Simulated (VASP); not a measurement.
# Sn in VASP: a series of runs

The runs below take Sn through relaxation of cell and atoms, single point, with PBEsol, PBE.

Everything below comes from runs of VASP 6.6.1. Logs are shortened: lines on timing, memory, paths and dates and some standing lists are left out, and cuts for length are marked.

## Step 1: The cell of the first run

The structure is tetragonal, space group I4_1/amd (No. 141). The conventional cell has a = 5.880 Å, b = 5.880 Å, c = 3.199 Å, α = 90.00°, β = 90.00°, γ = 90.00°. Within 4.0 Å of Sn (site symmetry -4m2) lie 10 Sn at 3.05 to 3.79 Å.

## Step 2: Relaxation of cell and atoms, PBEsol, target pressure 30 GPa, at which the enthalpy is minimised

The input, INCAR:

```
SYSTEM = Sn
PREC     = Accurate       ! precision mode
ENCUT    = 600            ! plane-wave cutoff, eV
EDIFF    = 1E-6           ! SCF threshold, eV
ISMEAR   = -1             ! smearing method
SIGMA    = 0.05           ! smearing width, eV
LREAL    = .FALSE.        ! projectors in reciprocal space
LASPH    = .TRUE.         ! aspherical terms in the spheres
NELM     = 100            ! most SCF steps
ALGO     = Normal         ! electronic algorithm
ISIF     = 3              ! what is computed and relaxed
LWAVE    = .FALSE.        ! write WAVECAR
LCHARG   = .FALSE.        ! write CHGCAR
GGA      = PS             ! functional
IBRION   = 2              ! ionic algorithm
NSW      = 80             ! ionic steps
EDIFFG   = -0.01          ! ionic threshold
PSTRESS  = 300.0
```

The input, KPOINTS:

```
regular mesh
0
G
  9 9 9
  0 0 0
```

The input, POSCAR:

```
Sn
1.0
   -2.9401404553      2.9401404553      1.5993019889
    2.9401404553     -2.9401404553      1.5993019889
    2.9401404553      2.9401404553     -1.5993019889
Sn
2
Direct
    0.0000000000      0.0000000000      0.0000000000
    0.7500000000      0.2500000000      0.5000000000
```

Potentials or basis: VASP PAW PBE potentials, release 64 (Sn_d).

The run is started by

```sh
cat potpaw_PBE.64/Sn_d/POTCAR > POTCAR
mpirun -np 1 vasp_std > vasp.out
```

OUTCAR:

```text
SYSTEM = Sn
   PREC = Accurate
   ENCUT = 600
   EDIFF = 1E-6
   ISMEAR = -1
   LREAL = .FALSE.
   LASPH = .TRUE.
   NELM = 100
   ISIF = 3
   GGA = PS
   IBRION = 2
   NSW = 80
   EDIFFG = -0.01
   PSTRESS = 300.0

 ion  position               nearest neighbor table
   1  0.000  0.000  0.000-   2 3.05   2 3.05   2 3.05   2 3.05
   2  0.750  0.250  0.500-   1 3.05   1 3.05   1 3.05   1 3.05

  LATTYP: Found a body centered tetragonal cell.
 ALAT       =     5.8802809106
 C/A-ratio  =     0.5439542815

  Lattice vectors:

 A1 = (  -2.9401404553,   2.9401404553,   1.5993019889)
 A2 = (   2.9401404553,  -2.9401404553,   1.5993019889)
 A3 = (   2.9401404553,   2.9401404553,  -1.5993019889)

Analysis of symmetry for initial positions (statically):
=====================================================================
 Subroutine PRICEL returns:
 Original cell was already a primitive cell.

 Routine SETGRP: Setting up the symmetry group for a
 body centered tetragonal supercell.

 Subroutine GETGRP returns: Found 16 space group operations
 (whereof  8 operations were pure point group operations)
 out of a pool of 16 trial point group operations.

The static configuration has the point symmetry D_2d.
 The point group associated with its full space group is D_4h.

Analysis of symmetry for dynamics (positions and initial velocities):
=====================================================================
 Subroutine PRICEL returns:
 Original cell was already a primitive cell.

 Routine SETGRP: Setting up the symmetry group for a
 body centered tetragonal supercell.

 Subroutine GETGRP returns: Found 16 space group operations
 (whereof  8 operations were pure point group operations)
 out of a pool of 16 trial point group operations.

The dynamic configuration has the point symmetry D_2d.
 The point group associated with its full space group is D_4h.

 Subroutine INISYM returns: Found 16 space group operations
 (whereof  8 operations are pure point group operations),
 and found     1 'primitive' translations

----------------------------------------------------------------------------------------

                                     Primitive cell

  volume of cell :      55.3002

  direct lattice vectors                    reciprocal lattice vectors
    -2.940140455  2.940140455  1.599301989     0.000000000  0.170059903  0.312636390
     2.940140455 -2.940140455  1.599301989     0.170059903  0.000000000  0.312636390
     2.940140455  2.940140455 -1.599301989     0.170059903  0.170059903  0.000000000

  length of vectors
     4.454954393  4.454954393  4.454954393     0.355895888  0.355895888  0.240501021

  position of ions in fractional coordinates (direct lattice)
     0.000000000  0.000000000  0.000000000
[... 73 lines left out ...]
   LNONCOLLINEAR =      F non collinear calculations
   LSORBIT =      F    spin-orbit coupling
   LASPH  =      T    aspherical Exc in radial PAW
   ENCUT  =  600.0 eV  44.10 Ry    6.64 a.u.   8.90  8.90  8.90*2*pi/ulx,y,z
   NELM   =    100;   NELMIN=  2; NELMDL= -5     # of ELM steps
   EDIFF  = 0.1E-05   stopping-criterion for ELM
   LREAL  =      F    real-space projection
   EDIFFG = -.1E-01   stopping-criterion for IOM
   NSW    =     80    number of steps for IOM
   IBRION =      2    ionic relax: 0-MD 1-quasi-New 2-CG
   NFREE  =      1    steps in history (QN), initial steepest desc. (CG)
   ISIF   =      3    stress and relaxation
   ISYM   =      2    0-nonsym 1-usesym 2-fastsym
   POTIM  = 0.5000    time-step for ionic-motion
   TEBEG  =    0.0;   TEEND  =   0.0 temperature during run
   PSTRESS=  300.0 pullay stress
   NELECT =      28.0000    total number of electrons
   NUPDOWN=      -1.0000    fix difference up-down
   EMIN   =  10.00;   EMAX   =-10.00  energy-range for DOS
   EFERMI =   0.00;   METHOD = LEGACY
   ISMEAR =    -1;   SIGMA  =   0.05  broadening in eV -4-tet -1-fermi 0-gaus
   EFERMI_NEDOS =   21; number of points for ismear=-14 and -15
   IALGO  =     38    algorithm
   IMIX   =      4    mixing-type and parameters
     AMIX     =   0.40;   BMIX     =  1.00
     AMIX_MAG =   1.60;   BMIX_MAG =  1.00
  volume/ion in A,a.u.               =      27.65       186.59
  Fermi-wavevector in a.u.,A,eV,Ry     =   1.304824  2.465760 23.164816  1.702566
  Thomas-Fermi vector in A             =   2.435734
   LORBIT       =      0    0 simple, 1 ext, 2 COOP (PROOUT), +10 PAW based schemes
   GGA     = PS    functional components
   LHFCALC =     F    Hartree Fock is set to
   AEXX    =    0.0000 exact exchange contribution
   IVDW    =     0    specifies the selected vdW correction
   LEPSILON=     F    determine dielectric tensor
   LRPA    =     F    only Hartree local field effects (RPA)
 conjugate gradient relaxation of ions
 non-spin polarized calculation
  energy-cutoff  :      600.00
  volume of cell :       55.30
 maximum number of plane-waves:      1880
   NGX = 17   NGY = 17   NGZ = 17

--------------------------------------- Ionic step        1  -------------------------------------------

 number of electron      27.9999990 magnetization

 Free energy of the ion-electron system (eV)
  ---------------------------------------------------
  ext. energy  EPLUGINS =         0.00000000
  ---------------------------------------------------
  free energy    TOTEN  =        -8.50988602 eV

  energy without entropy =       -8.50245336  energy(sigma->0) =       -8.50616969

 E-fermi :   7.5874     XC(G=0): -10.3638

 val. band max:        7.5835431641   @ k =  -0.2222  -0.2222   0.1111
 cond. band min:       7.5929674505   @ k =  -0.2222   0.4444   0.2222
 fundamental gap:      0.0094242865
 Fermi energy:         7.5874096997

 k-point     1 :       0.0000    0.0000    0.0000
  band No.  band energies     occupation
      1     -13.9370      2.00000
      2     -13.8590      2.00000
      3     -13.8157      2.00000
      4     -13.8063      2.00000
      5     -13.6624      2.00000
      6     -13.6624      2.00000
[... 604 lines left out ...]
  energy  without entropy=       -7.9485927001  energy(sigma->0) =       -7.95221340

  enthalpy is  TOTEN    =         0.1235376701 eV   P V=        8.0793717752

[... ionic steps 4 to 9 ...]

--------------------------------------- Ionic step       10  -------------------------------------------

 number of electron      27.9999994 magnetization

------------------------ aborting loop because EDIFF is reached ----------------------------------------
[... 71 lines left out ...]
--------------------------------------- Ionic step       12  -------------------------------------------

 number of electron      27.9999994 magnetization

 Free energy of the ion-electron system (eV)
  ---------------------------------------------------
  ext. energy  EPLUGINS =         0.00000000
  ---------------------------------------------------
  free energy    TOTEN  =        -7.58636438 eV

  energy without entropy =       -7.57962254  energy(sigma->0) =       -7.58299346

 E-fermi :  11.9486     XC(G=0): -11.8713

 val. band max:       11.9261242408   @ k =   0.3333   0.3333   0.0000
 cond. band min:      11.9586525627   @ k =   0.4444   0.4444  -0.0000
 fundamental gap:      0.0325283219
 Fermi energy:        11.9486125503

 k-point     1 :       0.0000    0.0000    0.0000
  band No.  band energies     occupation
      1     -10.3436      2.00000
      2     -10.1572      2.00000
      3     -10.1125      2.00000
      4     -10.0696      2.00000
      5      -9.6777      2.00000
      6      -9.6777      2.00000
[... 528 lines left out ...]
  energy  without entropy=       -7.5796225375  energy(sigma->0) =       -7.58299346

  enthalpy is  TOTEN    =         0.0518634836 eV   P V=        7.6382278641

 reached required accuracy - stopping structural energy minimisation
```

OSZICAR:

```text
N       E                     dE             d eps       ncg     rms          rms(c)
DAV:   1     0.207669083753E+03    0.20767E+03   -0.16194E+04  2702   0.262E+03
DAV:   2     0.101047359969E+02   -0.19756E+03   -0.19541E+03  2702   0.470E+02
DAV:   3    -0.798939344502E+01   -0.18094E+02   -0.17865E+02  3176   0.143E+02
DAV:   4    -0.853178177476E+01   -0.54239E+00   -0.54084E+00  3132   0.265E+01
[... 96 lines left out ...]
DAV:   2    -0.758649643663E+01    0.50885E-03   -0.83889E-04  3474   0.588E-01    0.616E-02
DAV:   3    -0.758637393982E+01    0.12250E-03   -0.33887E-04  3536   0.356E-01    0.763E-03
DAV:   4    -0.758636595478E+01    0.79850E-05   -0.14613E-05  3248   0.524E-02    0.234E-03
DAV:   5    -0.758636488773E+01    0.10671E-05   -0.29013E-07  1414   0.816E-03    0.985E-04
DAV:   6    -0.758636438048E+01    0.50725E-06   -0.32458E-07  1364   0.742E-03
  12 F= 0.51863484E-01 E0= 0.55234405E-01  d E =-.378052E-03
```

Run time: 13 min. Hardware: 1 thread of Intel Xeon 8259CL, shared host; peak memory 0.26 GiB.

What came out:

```yaml
Free_energy: -7.5864 eV
Relaxed_volume: 20.40 Å³/atom
Relaxed_cell: a = 4.030 Å, b = 4.030 Å, c = 4.030 Å, α = 97.32°, β = 97.32°, γ = 138.16°
Space_group_after_relaxing_to_0.1_Å: I4_1/amd (No. 141)
Energy_change_on_relaxing_the_run_minimises_the_enthalpy: +461.8 meV/atom
Ionic_steps: 12
Pressure_after_relaxing: 30.0 GPa
Band_gap_on_the_k_mesh: zero (bands 14 and 15 overlap by 5.92 eV)
```

The path:
```tsv
step	energy change (eV)	largest force (eV/Å)	pressure (GPa)	volume (Å³)
1	0.0000	0.0000	-1.45	55.30
2	17.5238	0.0000	413.50	22.24
3	0.5541	0.0000	20.82	43.15
4	0.7147	0.0000	24.82	42.02
5	0.9405	0.0000	30.26	40.70
6	0.8917	0.0000	29.14	40.97
7	0.8937	0.0000	29.17	40.95
8	0.8949	0.0000	29.25	40.95
9	0.9091	0.0000	29.67	40.87
10	0.9176	0.0000	29.85	40.82
11	0.9347	0.0000	30.28	40.73
12	0.9235	0.0000	29.96	40.79
```

Final structure:
```cif
data_structure
_symmetry_space_group_name_H-M 'P 1'
_symmetry_Int_Tables_number 1
_cell_length_a 4.0304
_cell_length_b 4.0304
_cell_length_c 4.0304
_cell_angle_alpha 97.324
_cell_angle_beta 97.324
_cell_angle_gamma 138.163
_cell_volume 40.79
loop_
_atom_site_label
_atom_site_type_symbol
_atom_site_fract_x
_atom_site_fract_y
_atom_site_fract_z
_atom_site_occupancy
Sn1 Sn 0.00000 0.00000 0.00000 1
Sn2 Sn 0.75000 0.25000 0.50000 1
```

Levels at points of the mesh, in eV from the Fermi level:
```
           k point  band 12  band 13  band 14  band 15  band 16  band 17
(0.00, 0.00, 0.00)    -2.97    -2.97    -2.86     2.40     7.52     7.52
```

Caveat: the cell is relaxed towards a set pressure, so the run minimises the enthalpy, not the energy; the volume moved by over 15 % at a fixed basis, so the end points are rough; the PAW data sets were made with another functional, which shifts forces and pressure a little; spin-orbit coupling is left out, which moves the levels of the heavy elements.

## Step 3: Single point, PBE

The input, INCAR:

```
SYSTEM = Sn
PREC = Accurate ; ENCUT = 520
EDIFF = 1E-7 ; ISMEAR = -1
SIGMA = 0.05 ; LREAL = .FALSE.
LASPH = .TRUE. ; NELM = 100
ALGO = Normal ; ISIF = 2
LWAVE = .FALSE. ; LCHARG = .TRUE.
GGA = PE ; LELF = .TRUE.
LVHAR = .TRUE. ; NBANDS = 21
```

The input, KPOINTS:

```
Automatic mesh
0
G
  8 8 8
  0 0 0
```

POSCAR is that of step 2.

Potentials or basis: VASP PAW PBE potentials, release 64 (Sn_d).

The run is started by

```sh
cat potpaw_PBE.64/Sn_d/POTCAR > POTCAR
mpirun -np 1 vasp_std > vasp.out
```

OUTCAR:

```text
SYSTEM = Sn
   PREC = Accurate
   ENCUT = 520
   EDIFF = 1E-7
   ISMEAR = -1
   LREAL = .FALSE.
   LASPH = .TRUE.
   NELM = 100
   ISIF = 2
   GGA = PE

 ion  position               nearest neighbor table
   1  0.000  0.000  0.000-   2 3.05   2 3.05   2 3.05   2 3.05
   2  0.750  0.250  0.500-   1 3.05   1 3.05   1 3.05   1 3.05

  LATTYP: Found a body centered tetragonal cell.
 ALAT       =     5.8802809106
 C/A-ratio  =     0.5439542815

  Lattice vectors:

 A1 = (  -2.9401404553,   2.9401404553,   1.5993019889)
 A2 = (   2.9401404553,  -2.9401404553,   1.5993019889)
 A3 = (   2.9401404553,   2.9401404553,  -1.5993019889)

Analysis of symmetry for initial positions (statically):
=====================================================================
 Subroutine PRICEL returns:
 Original cell was already a primitive cell.

 Routine SETGRP: Setting up the symmetry group for a
 body centered tetragonal supercell.

 Subroutine GETGRP returns: Found 16 space group operations
[... 162 lines left out ...]
  ---------------------------------------------------
  free energy    TOTEN  =        -7.59358145 eV

  energy without entropy =       -7.58314976  energy(sigma->0) =       -7.58836561

 E-fermi :   7.7230     XC(G=0): -10.2171

 val. band max:        7.7071745735   @ k =  -0.2500   0.2500   0.2500
 cond. band min:       7.7405338844   @ k =  -0.2500   0.5000   0.1250
 fundamental gap:      0.0333593109
 Fermi energy:         7.7230272789

 k-point     1 :       0.0000    0.0000    0.0000
  band No.  band energies     occupation
      1     -13.8860      2.00000
      2     -13.8044      2.00000
      3     -13.7659      2.00000
      4     -13.7518      2.00000
      5     -13.6113      2.00000
      6     -13.6113      2.00000
[... 565 lines left out ...]
     20      15.7770      0.00000
     21      15.9991      0.00000

 [... further k-points ...]

------------------------ aborting loop because EDIFF is reached ----------------------------------------

  FORCE on cell =-STRESS in cart. coord.  units (eV):
  Direction    XX          YY          ZZ          XY          YZ          ZX
  --------------------------------------------------------------------------------------
  -------------------------------------------------------------------------------------
  Total        0.3211832      0.3211832      0.7943795      0.0000000      0.0000000      0.0000000
  in kB        9.3054378      9.3054378     23.0150527      0.0000000      0.0000000      0.0000000
  external PRESSURE =      13.8753094 kB  Pullay stress =       0.0000000 kB

 VOLUME and BASIS-vectors are now :
 -----------------------------------------------------------------------------
  energy-cutoff  :      520.00
  volume of cell :       55.30
      direct lattice vectors                 reciprocal lattice vectors
    -2.940140455  2.940140455  1.599301989     0.000000000  0.170059903  0.312636390
     2.940140455 -2.940140455  1.599301989     0.170059903  0.000000000  0.312636390
     2.940140455  2.940140455 -1.599301989     0.170059903  0.170059903  0.000000000

 POSITION                                       TOTAL-FORCE (eV/Angst)
 -----------------------------------------------------------------------------------
      0.00000      0.00000      0.00000         0.000000     -0.000000     -0.000000
      0.00000      2.94014      0.79965        -0.000000      0.000000      0.000000
 -----------------------------------------------------------------------------------
    total drift:                               -0.000000      0.000000     -0.000000

  FREE ENERGIE OF THE ION-ELECTRON SYSTEM (eV)
  ---------------------------------------------------
  free  energy   TOTEN  =        -7.5935814531 eV

  energy  without entropy=       -7.5831497584  energy(sigma->0) =       -7.58836561
```

Run time: 1.8 min. Hardware: 1 thread of Intel Xeon 8259CL, shared host; peak memory 0.22 GiB.

What came out:

```
Free energy            : -7.5936 eV
Pressure               : 1.4 GPa
Band gap on the k mesh : zero (bands 14 and 15 overlap by 3.60 eV)
```

Caveat: spin-orbit coupling is left out, which moves the levels of the heavy elements.

## Step 4: Single point, PBE

The input, INCAR:

```
SYSTEM = Sn
ALGO = Normal
EDIFF = 1E-7
ENCUT = 520
GGA = PE
ISIF = 2
ISMEAR = -1
LASPH = .True.
LCHARG = .False.
LREAL = .False.
LWAVE = .False.
NBANDS = 21
NELM = 60
PREC = Accurate
SIGMA = 0.05
```

The input, KPOINTS:

```
k-points
0
Gamma
  8 8 8
  0 0 0
```

The input, POSCAR:

```
Sn
1.0
   -2.9695418599      2.9695418599      1.5993019889
    2.9695418599     -2.9695418599      1.5993019889
    2.9107390507      2.9107390507     -1.5993019889
Sn
2
Direct
    0.0000000000      0.0000000000      0.0000000000
    0.7500000000      0.2500000000      0.5000000000
```

The run is started by

```sh
cat potpaw_PBE.64/Sn_d/POTCAR > POTCAR
mpirun -np 1 vasp_std > vasp.out
```

Run time: 2.6 min. Hardware: 1 thread of Intel Xeon 8259CL, shared host; peak memory 0.25 GiB.

Results (log left out):

```
Free energy            : -7.5919 eV
Pressure               : 1.4 GPa
Band gap on the k mesh : zero (bands 14 and 15 overlap by 3.59 eV)
```

Stress tensor (GPa, compression positive):
```
0.99 0.47 0.00
0.47 0.99 0.00
0.00 0.00 2.25
```

Levels at points of the mesh, in eV from the Fermi level:
| k point | band 10 | band 11 | band 12 | band 13 | band 14 | band 15 | band 16 | band 17 | band 18 | band 19 |
| --- | --- | --- | --- | --- | --- | --- | --- | --- | --- | --- |
| (0.00, 0.00, 0.00) | -21.14 | -10.97 | -3.68 | -2.05 | -1.76 | 3.03 | 6.11 | 6.19 | 6.77 | 6.87 |
| (0.50, 0.00, 0.00) | -21.20 | -6.85 | -5.31 | -2.30 | -1.64 | -1.07 | 2.30 | 2.84 | 4.62 | 7.15 |
| (0.50, 0.50, 0.00) | -21.25 | -8.81 | -8.81 | 0.71 | 0.71 | 1.70 | 1.70 | 6.03 | 6.03 | 9.52 |
| (0.00, 0.00, 0.50) | -21.26 | -8.73 | -8.73 | 0.52 | 0.52 | 1.42 | 1.42 | 5.95 | 5.95 | 9.46 |
| (0.50, 0.50, 0.50) | -21.32 | -7.48 | -7.48 | -4.68 | -4.68 | 5.03 | 5.03 | 9.19 | 9.19 | 12.55 |

Caveat: spin-orbit coupling is left out, which moves the levels of the heavy elements.

(Part 1 of 2 ends here.)
